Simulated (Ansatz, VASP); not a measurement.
**Two plane-wave programs on TlCl**

```
Tl Cl
1.0
     3.83701    0.00000    0.00000
     0.00000    3.83701    0.00000
     0.00000    0.00000    3.83701
Tl Cl
1 1
Direct
  0.00000 0.00000 0.00000
  0.50000 0.50000 0.50000
```

Alike in both runs: functional r2SCAN; k mesh 10 × 10 × 10; occupations fermi-dirac, width 0.1 eV; no spin polarisation.

Ansatz relaxed the structure, and its values are those at the end. VASP's run is a single point on that final structure, the one shown.

|  | VASP | Ansatz |
| --- | --- | --- |
| version | VASP 6.6.1 | Ansatz 0.2.0 |
| potentials or method | VASP PAW PBE potentials, release 64 (Tl_d, Cl) | PAW with Ansatz's default frozen-core files, scalar-relativistic |
| plane-wave cutoff (eV) | 550 | 500 |
| valence electrons in the cell | 20 | 20 |

|  | VASP | Ansatz | Ansatz less VASP |
| --- | --- | --- | --- |
| pressure (GPa) | 0.0 | 0.0 | +0.06 |

VASP's potentials were made for PBE, not for r2SCAN.

Neither program's run includes spin-orbit coupling.
